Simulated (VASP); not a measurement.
# Ru (Cmcm) in VASP: a series of runs

Runs on Ru. Level: PBEsol. Tasks: single point.

Program: VASP 6.6.1. These are calculated values, not measurements. Logs are shortened: lines on timing, memory, paths and dates and some standing lists are left out, and cuts for length are marked.

### Step 1. The cell of the first run

The structure is orthorhombic, space group Cmcm (No. 63). The conventional cell has a = 2.909 Å, b = 4.335 Å, c = 4.282 Å, α = 90.00°, β = 90.00°, γ = 90.00°. Within 3.4 Å of Ru (site symmetry m2m) lie 12 Ru at 2.58 to 2.91 Å.

### Step 2. Single point, PBEsol (strain +0.0750 x Voigt [1, -1, 0, 0, 0, 0])

File INCAR:

```
PREC = Accurate
ENCUT = 520
EDIFF = 1E-7
ISMEAR = 0
SIGMA = 0.15
LREAL = F
LASPH = T
NELM = 60
ALGO = Fast
ISIF = 2
LWAVE = F
LCHARG = T
GGA = PS
LELF = T
LVHAR = T
NBANDS = 21
```

File KPOINTS:

```
regular mesh
0
Gamma
  24 24 12
```

File POSCAR:

```
Ru
1.0
    2.9087342843      0.0000000000      0.0000000000
   -1.4543671421      2.1675441389      0.0000000000
    0.0000000000      0.0000000000      4.2819000000
Ru
2
Direct
    0.3333333333      0.6666666667      0.2500000000
    0.6666666667      0.3333333333      0.7500000000
```

Potentials or basis: VASP PAW PBE potentials, release 64 (Ru_pv).

On the command line:

```bash
$ cat potpaw_PBE.64/Ru_pv/POTCAR > POTCAR
$ mpirun -np 1 vasp_std > vasp.out
```

OUTCAR:

```text
PREC = Accurate
   ENCUT = 520
   EDIFF = 1E-7
   ISMEAR = 0
   LREAL = F
   LASPH = T
   NELM = 60
   ISIF = 2
   GGA = PS

 ion  position               nearest neighbor table
   1  0.333  0.667  0.250-   2 2.58   2 2.58   2 2.69   2 2.69   2 2.69   2 2.69
   2  0.667  0.333  0.750-   1 2.58   1 2.58   1 2.69   1 2.69   1 2.69   1 2.69

  Warning from LATTYP: Monoclinic adjustment (A1->A3, A2->A1, A3->A2)!
  LATTYP: Found a base centered orthorhombic cell.
 ALAT       =     2.9087342843
 B/A-ratio  =     1.4903692995
 C/A-ratio  =     1.4720835874

  Lattice vectors:

 A1 = (   1.4543671421,  -2.1675441389,   0.0000000000)
 A2 = (   1.4543671422,   2.1675441389,   0.0000000000)
 A3 = (   0.0000000000,   0.0000000000,   4.2819000000)

Analysis of symmetry for initial positions (statically):
=====================================================================
 Subroutine PRICEL returns:
 Original cell was already a primitive cell.

 Routine SETGRP: Setting up the symmetry group for a
 base centered orthorhombic supercell.

 Subroutine GETGRP returns: Found  8 space group operations
 (whereof  4 operations were pure point group operations)
 out of a pool of  8 trial point group operations.

The static configuration has the point symmetry C_2h.
 The point group associated with its full space group is D_2h.

Analysis of symmetry for dynamics (positions and initial velocities):
=====================================================================
 Subroutine PRICEL returns:
 Original cell was already a primitive cell.

 Routine SETGRP: Setting up the symmetry group for a
 base centered orthorhombic supercell.

 Subroutine GETGRP returns: Found  8 space group operations
 (whereof  4 operations were pure point group operations)
 out of a pool of  8 trial point group operations.

The dynamic configuration has the point symmetry C_2h.
 The point group associated with its full space group is D_2h.

 Subroutine INISYM returns: Found  8 space group operations
 (whereof  4 operations are pure point group operations),
 and found     1 'primitive' translations

----------------------------------------------------------------------------------------

                                     Primitive cell

  volume of cell :      26.9966

  direct lattice vectors                    reciprocal lattice vectors
     2.908734284  0.000000000  0.000000000     0.343792145  0.230675810  0.000000000
    -1.454367142  2.167544139  0.000000000     0.000000000  0.461351620  0.000000000
     0.000000000  0.000000000  4.281900000     0.000000000  0.000000000  0.233541185

  length of vectors
     2.908734284  2.610255041  4.281900000     0.414010107  0.461351620  0.233541185

  position of ions in fractional coordinates (direct lattice)
     0.333333333  0.666666667  0.250000000
     0.666666667  0.333333333  0.750000000

  ion indices of the primitive-cell ions
   primitive index   ion index
                 1           1
                 2           2

----------------------------------------------------------------------------------------

 KPOINTS: regular mesh

Automatic generation of k-mesh.
 Grid dimensions read from file:
 generate k-points for:   24   24   12

 Generating k-lattice:

  Cartesian coordinates                     Fractional coordinates (reciprocal lattice)
     0.014324673  0.009611492  0.000000000     0.041666667 -0.000000000  0.000000000
     0.000000000  0.019222984  0.000000000     0.000000000  0.041666667  0.000000000
     0.000000000  0.000000000  0.019461765     0.000000000  0.000000000  0.083333333

  Length of vectors
     0.017250421  0.019222984  0.019461765

  Shift w.r.t. Gamma in fractional coordinates (k-lattice)
     0.000000000  0.000000000  0.000000000

 Subroutine IBZKPT returns following result:
 ===========================================

 Found   1099 irreducible k-points:

 Following reciprocal coordinates:
            Coordinates               Weight
  0.000000  0.000000  0.000000      1.000000
  0.041667 -0.000000  0.000000      4.000000
  0.083333  0.000000  0.000000      4.000000
  0.125000  0.000000  0.000000      4.000000
  0.166667  0.000000  0.000000      4.000000
  0.208333  0.000000  0.000000      4.000000
[... 16 lines left out ...]
  0.375000  0.041667  0.000000      4.000000
  0.416667  0.041667  0.000000      4.000000
 [... further k-points ...]
   k-points           NKPTS =   1099   k-points in BZ     NKDIM =   1099   number of bands    NBANDS=     21
   number of dos      NEDOS =    301   number of ions     NIONS =      2
   total plane-waves  NPLWV =  15360
   dimension x,y,z NGX =    24 NGY =   20 NGZ =   32
   dimension x,y,z NGXF=    48 NGYF=   40 NGZF=   64
   ions per type =               2
   NGX,Y,Z   is equivalent  to a cutoff of  13.72, 12.74, 12.42 a.u.
   NGXF,Y,Z  is equivalent  to a cutoff of  27.43, 25.48, 24.85 a.u.
 SYSTEM =  unknown system
   PREC   = accura    normal or accurate (medium, high low for compatibility)
   ISTART =      0    job   : 0-new  1-cont  2-samecut
   ICHARG =      2    charge: 1-file 2-atom 10-const
   ISPIN  =      1    spin polarized calculation?
   LNONCOLLINEAR =      F non collinear calculations
   LSORBIT =      F    spin-orbit coupling
   LASPH  =      T    aspherical Exc in radial PAW
   ENCUT  =  520.0 eV  38.22 Ry    6.18 a.u.   5.41  4.85  7.96*2*pi/ulx,y,z
   NELM   =     60;   NELMIN=  2; NELMDL= -5     # of ELM steps
   EDIFF  = 0.1E-06   stopping-criterion for ELM
   LREAL  =      F    real-space projection
   EDIFFG = 0.1E-05   stopping-criterion for IOM
   NSW    =      0    number of steps for IOM
   IBRION =     -1    ionic relax: 0-MD 1-quasi-New 2-CG
   NFREE  =      0    steps in history (QN), initial steepest desc. (CG)
   ISIF   =      2    stress and relaxation
   ISYM   =      2    0-nonsym 1-usesym 2-fastsym
   POTIM  = 0.5000    time-step for ionic-motion
   TEBEG  =    0.0;   TEEND  =   0.0 temperature during run
   PSTRESS=    0.0 pullay stress
   NELECT =      28.0000    total number of electrons
   NUPDOWN=      -1.0000    fix difference up-down
   EMIN   =  10.00;   EMAX   =-10.00  energy-range for DOS
   EFERMI =   0.00;   METHOD = LEGACY
   ISMEAR =     0;   SIGMA  =   0.15  broadening in eV -4-tet -1-fermi 0-gaus
   EFERMI_NEDOS =   21; number of points for ismear=-14 and -15
   IALGO  =     68    algorithm
   IMIX   =      4    mixing-type and parameters
     AMIX     =   0.40;   BMIX     =  1.00
     AMIX_MAG =   1.60;   BMIX_MAG =  1.00
  volume/ion in A,a.u.               =      13.50        91.09
  Fermi-wavevector in a.u.,A,eV,Ry     =   1.657135  3.131532 37.362929  2.746098
  Thomas-Fermi vector in A             =   2.744940
   LORBIT       =      0    0 simple, 1 ext, 2 COOP (PROOUT), +10 PAW based schemes
   GGA     = PS    functional components
   LHFCALC =     F    Hartree Fock is set to
   AEXX    =    0.0000 exact exchange contribution
   IVDW    =     0    specifies the selected vdW correction
   LEPSILON=     F    determine dielectric tensor
   LRPA    =     F    only Hartree local field effects (RPA)
 non-spin polarized calculation
 RMM-DIIS sequential band-by-band and
 Gauss-broadening in eV      SIGMA  =   0.15
  energy-cutoff  :      520.00
  volume of cell :       27.00
 maximum number of plane-waves:       746
 NGX is ok and might be reduce to    24
   NGX = 11   NGY =  9   NGZ = 15

 number of electron      28.0000002 magnetization

 Free energy of the ion-electron system (eV)
  ---------------------------------------------------
  ext. energy  EPLUGINS =         0.00000000
  ---------------------------------------------------
  free energy    TOTEN  =       -19.98919383 eV

  energy without entropy =      -19.96890929  energy(sigma->0) =      -19.97905156

 E-fermi :  12.8496     XC(G=0): -14.3050

 val. band max:       12.8491364410   @ k =   0.0000   0.2083   0.5000
 cond. band min:      12.8500362364   @ k =   0.0833   0.2083   0.1667
 fundamental gap:      0.0008997953
 Fermi energy:        12.8496336553

 k-point     1 :       0.0000    0.0000    0.0000
  band No.  band energies     occupation
      1     -30.7969      2.00000
      2     -29.8683      2.00000
      3     -29.7666      2.00000
      4     -29.7085      2.00000
      5     -29.6220      2.00000
      6     -29.5875      2.00000
[... 13 lines left out ...]
     20      23.1355      0.00000
     21      23.2365      0.00000

 k-point     2 :       0.0417   -0.0000    0.0000
  band No.  band energies     occupation
      1     -30.7913      2.00000
      2     -29.8760      2.00000
      3     -29.7759      2.00000
      4     -29.7152      2.00000
      5     -29.6245      2.00000
      6     -29.5946      2.00000
[... 13 lines left out ...]
     20      23.1352      0.00000
     21      23.2309      0.00000

 k-point     3 :       0.0833    0.0000    0.0000
  band No.  band energies     occupation
      1     -30.7748      2.00000
      2     -29.9031      2.00000
      3     -29.7970      2.00000
      4     -29.7413      2.00000
      5     -29.6319      2.00000
      6     -29.6105      2.00000
[... 13 lines left out ...]
     20      23.1352      0.00000
     21      23.2158      0.00000
[... 457 lines left out ...]
 k-point    23 :       0.3750    0.0417    0.0000
  band No.  band energies     occupation
      1     -30.5494      2.00000
      2     -30.4226      2.00000
      3     -30.4141      2.00000
      4     -29.8999      2.00000
      5     -29.8262      2.00000
      6     -29.6810      2.00000
[... 13 lines left out ...]
     20      23.1488      0.00000
     21      23.3992      0.00000

 k-point    24 :       0.4167    0.0417    0.0000
  band No.  band energies     occupation
      1     -30.5929      2.00000
      2     -30.4543      2.00000
      3     -30.3868      2.00000
      4     -29.9091      2.00000
      5     -29.8516      2.00000
      6     -29.6854      2.00000
[... 13 lines left out ...]
     20      23.2960      0.00000
     21      24.0718      0.00000

 [... further k-points ...]

------------------------ aborting loop because EDIFF is reached ----------------------------------------

  FORCE on cell =-STRESS in cart. coord.  units (eV):
  Direction    XX          YY          ZZ          XY          YZ          ZX
  --------------------------------------------------------------------------------------
  -------------------------------------------------------------------------------------
  Total       -3.7015619      4.9407008     -1.0754922      0.0000000      0.0000000      0.0000000
  in kB     -219.6782596    293.2179914    -63.8277197      0.0000000      0.0000000      0.0000000
  external PRESSURE =       3.2373374 kB  Pullay stress =       0.0000000 kB

 VOLUME and BASIS-vectors are now :
 -----------------------------------------------------------------------------
  energy-cutoff  :      520.00
  volume of cell :       27.00
      direct lattice vectors                 reciprocal lattice vectors
     2.908734284  0.000000000  0.000000000     0.343792145  0.230675810  0.000000000
    -1.454367142  2.167544139  0.000000000     0.000000000  0.461351620  0.000000000
     0.000000000  0.000000000  4.281900000     0.000000000  0.000000000  0.233541185

 POSITION                                       TOTAL-FORCE (eV/Angst)
 -----------------------------------------------------------------------------------
     -0.00000      1.44503      1.07048        -0.000000     -0.472389     -0.000000
      1.45437      0.72251      3.21143         0.000000      0.472389      0.000000
 -----------------------------------------------------------------------------------
    total drift:                               -0.000000      0.000000     -0.000000

  FREE ENERGIE OF THE ION-ELECTRON SYSTEM (eV)
  ---------------------------------------------------
  free  energy   TOTEN  =       -19.9891938316 eV

  energy  without entropy=      -19.9689092881  energy(sigma->0) =      -19.97905156
```

Wall time 9.1 min (1 thread of Oxide Virtual Turin-like, shared host); peak memory 0.51 GiB.

What came out:

* Free energy: -19.9892 eV
* Pressure: 0.3 GPa
* Largest force: 0.472 eV/Å
* Band gap on the k mesh: zero (bands 14 and 15 overlap by 3.19 eV)

Forces on the atoms (eV/Å):
```
Ru   0.000 -0.472  0.000
Ru   0.000  0.472  0.000
```

Stress tensor (GPa, compression positive):
```
-21.97   0.00   0.00
  0.00  29.32   0.00
  0.00   0.00  -6.38
```

Caveat: the cell differs from its parent crystal (strain +0.0750 x Voigt [1, -1, 0, 0, 0, 0]); the stress differs along the axes, from -22 to 29 GPa; the PAW data sets were made with another functional, which shifts forces and pressure a little.

(Continued in part 2 of 3.)
